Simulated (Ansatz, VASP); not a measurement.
# Two plane-wave programs on SnSe

Contents of INCAR:

```
ALGO = Normal
EDIFF = 1E-7
ENCUT = 520
GGA = PE
ISIF = 2
ISMEAR = 0
IVDW = 12
LASPH = True
LCHARG = False
LREAL = False
LWAVE = False
NBANDS = 17
NELM = 100
PREC = Accurate
SIGMA = 0.05
```

Contents of KPOINTS:

```
k-points
0
Gamma
  10 10 10
```

Contents of POSCAR:

```
SnSe
1.0
    0.0000000000      3.0336003723      3.0784319049
    3.0336003723      0.0000000000      3.0784319049
    3.0336003723      3.0336003723      0.0000000000
Sn Se
1 1
Direct
    0.0000000000      0.0000000000      0.0000000000
    0.5000000000      0.5000000000      0.5000000000
```

Input for Ansatz:

```yaml
crystal:
  lattice:
    - [0.0, 3.0336003723, 3.0784319049]
    - [3.0336003723, 0.0, 3.0784319049]
    - [3.0336003723, 3.0336003723, 0.0]
  atoms:
    - { symbol: Sn, position: [0.0, 0.0, 0.0] }
    - { symbol: Se, position: [0.5, 0.5, 0.5] }
basis:
  ecutwfc: 420
kpoints:
  mp_grid: { grid: [10, 10, 10] }
hamiltonian:
  xc: pbe
  dispersion: d3bj
scf:
  occupations: { method: gaussian, width: 0.05 }
output:
  forces: true
  stress: true
  eigenvalues: true
```

Change from the starting cell: strain +0.015 along x and y, +0.030 along z, atoms carried along.

Alike in both runs: task single point; functional PBE; dispersion D3(BJ); k mesh 10 × 10 × 10; occupations gaussian, width 0.05 eV; no spin polarisation.

|  | VASP | Ansatz |
| --- | --- | --- |
| version | VASP 6.6.1 | Ansatz 0.2.0 |
| potentials or method | VASP PAW PBE potentials, release 64 (Sn_d, Se), cutoff 520 eV | scalar-relativistic, plane waves, PAW |
| valence electrons in the cell | 20 | 30 |

```csv
,VASP,Ansatz,Ansatz less VASP
gap on the k mesh at the Fermi level (eV),0.43,0.43,-0.001
least direct gap on the mesh (eV),0.43,0.43,-0.001
pressure (GPa),-2.7,-2.7,+0.01
"traceless stress, the component that is largest in VASP (GPa)",-0.98,-0.97,+0.003
```

VASP's potentials hold 20 valence electrons a cell and Ansatz's 30, so a difference there can come from the potentials and not from the codes.
